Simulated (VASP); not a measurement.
Wanted: the native input for a VASP 6.6.1 run.

```yaml
Task: single point
Functional: PBE
Dispersion: D3(BJ)
Potentials_or_basis: VASP PAW PBE potentials, release 64 (B, N)
Cutoff: 520 eV
k_mesh: 12 × 12 × 4
Occupations: gaussian, width 0.05 eV
Spin: no spin polarisation
Dipole_correction: no
Further_INCAR_settings: ALGO = Normal; EDIFF = 1e-06; NBANDS = 16
```

The structure of BN lies in POSCAR:

```
BN
1.0
    2.5061233057      0.0000000000      0.0000000000
   -1.2530616528      2.1703664477      0.0000000000
    0.0000000000      0.0000000000      6.5973571420
B N
2 2
Direct
    0.0442321619      0.0884643237      0.5000000000
    0.3333333333      0.6666666667      0.0000000000
    0.0000000000      0.0000000000      0.0000000000
    0.6666666667      0.3333333333      0.5000000000
```

This cell differs from its parent crystal: atom 1 (B) moved by +0.192 Å along [1 2 0] and +0.000 Å along [0 0 1].

One way to write it, as run:

INCAR

```
ALGO     = Normal         # electronic algorithm
EDIFF    = 1E-6           # SCF threshold, eV
ENCUT    = 520            # plane-wave cutoff, eV
GGA      = PE             # functional
ISIF     = 2              # what is computed and relaxed
ISMEAR   = 0              # smearing method
IVDW     = 12             # dispersion correction
LASPH    = True           # aspherical terms in the spheres
LCHARG   = False          # write CHGCAR
LREAL    = False          # projectors in reciprocal space
LWAVE    = False          # write WAVECAR
NBANDS   = 16             # bands
NELM     = 60             # most SCF steps
PREC     = Accurate       # precision mode
SIGMA    = 0.05           # smearing width, eV
```

KPOINTS

```
k-points
0
Gamma
  12 12 4
```

Potentials or basis: VASP PAW PBE potentials, release 64 (B, N).

Launch:

```console
$ cat potpaw_PBE.64/B/POTCAR potpaw_PBE.64/N/POTCAR > POTCAR
$ mpirun -np 1 vasp_std > vasp.out
```

Results of the run:

- Pressure: 5.6 GPa
- Largest force: 5.543 eV/Å
- Band gap on the k mesh: 3.18 eV, indirect (least direct gap 4.35 eV)
- Dispersion energy per atom: -0.142 eV

Caveat: the cell differs from its parent crystal (atom 1 (B) moved by +0.192 Å along [1 2 0] and +0.000 Å along [0 0 1]); forces of over 1 eV/Å act on the atoms, so gaps and moduli don't describe the material at rest.

Run time: 73 s on 1 thread of Intel(R) Xeon(R) Platinum 8259CL CPU @ 2.50GHz (Skylake/Cascade Lake), on a shared host, peak memory 0.2 GiB.
